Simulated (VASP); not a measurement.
Sb2Se3:

```
Sb Se
1.0
     0.00000    5.47772    5.47772
     5.47772    0.00000    5.47772
     5.47772    5.47772    0.00000
Sb Se
4 6
Cartesian
  4.0738 4.0738 4.0738
  6.8816 6.8816 4.0738
  6.8816 4.0738 6.8816
  4.0738 6.8816 6.8816
  3.1623 5.4777 5.4777
  7.7931 5.4777 5.4777
  5.4777 3.1623 5.4777
  5.4777 7.7931 5.4777
  5.4777 5.4777 3.1623
  5.4777 5.4777 7.7931
```

The cell was built from a structure type or drawn by symmetry, and may not be a known phase.

```yaml
Program: VASP 6.6.1
Task: relaxation of cell and atoms
Functional: PBE
Potentials_or_basis: VASP PAW PBE potentials, release 64 (Sb, Se)
Cutoff: 500 eV
k_mesh: 2 × 2 × 2
Occupations: gaussian, width 0.15 eV
Spin: no spin polarisation
```

At the start: pressure 39.7 GPa; volume 32.87 Å³/atom.

How do energy, volume and symmetry change on relaxing?

Over 13 steps the energy falls by 1948.1 meV/atom and the volume is 44.86 Å³/atom (+36.5 %); space group F-43m (No. 216, to 0.1 Å) before and after.

The path:
| step | energy change (eV) | largest force (eV/Å) | pressure (GPa) | volume (Å³) |
| --- | --- | --- | --- | --- |
| 1 | 0.0000 | 10.0406 | 39.67 | 328.72 |
| 2 | -0.5377 | 1.3709 | -3.94 | 887.89 |
| 3 | -5.0051 | 2.1527 | -4.87 | 761.55 |
| 4 | -9.4327 | 2.8499 | -5.46 | 659.42 |
| 5 | -17.0952 | 2.9980 | -2.48 | 475.06 |
| 6 | -16.7520 | 2.7091 | 5.06 | 402.95 |
| 7 | -17.4887 | 2.6001 | -0.54 | 447.35 |
| 8 | -17.5081 | 2.4493 | 0.13 | 440.17 |
| 9 | -18.7576 | 1.7046 | -0.26 | 447.14 |
| 10 | -19.4190 | 0.6237 | -0.67 | 455.38 |
| 11 | -19.4451 | 0.3558 | -0.76 | 457.38 |
| 12 | -19.4601 | 0.2106 | 0.78 | 442.08 |
| 13 | -19.4811 | 0.0626 | 0.08 | 448.57 |

Final structure:
```
Sb Se
1.0
     0.00000    6.07574    6.07574
     6.07574    0.00000    6.07574
     6.07574    6.07574    0.00000
Sb Se
4 6
Direct
  0.37328 0.37328 0.37328
  0.37328 0.37328 0.88016
  0.37328 0.88016 0.37328
  0.88016 0.37328 0.37328
  0.74302 0.25698 0.25698
  0.25698 0.74302 0.74302
  0.25698 0.74302 0.25698
  0.74302 0.25698 0.74302
  0.25698 0.25698 0.74302
  0.74302 0.74302 0.25698
```

Caveat: the k points lie up to 0.45 Å⁻¹ apart in the final cell; the volume moved by over 15 % at a fixed basis, so the end points are rough; the relaxation stopped at a loose force limit of 0.08 eV/Å, so its end isn't a converged minimum.
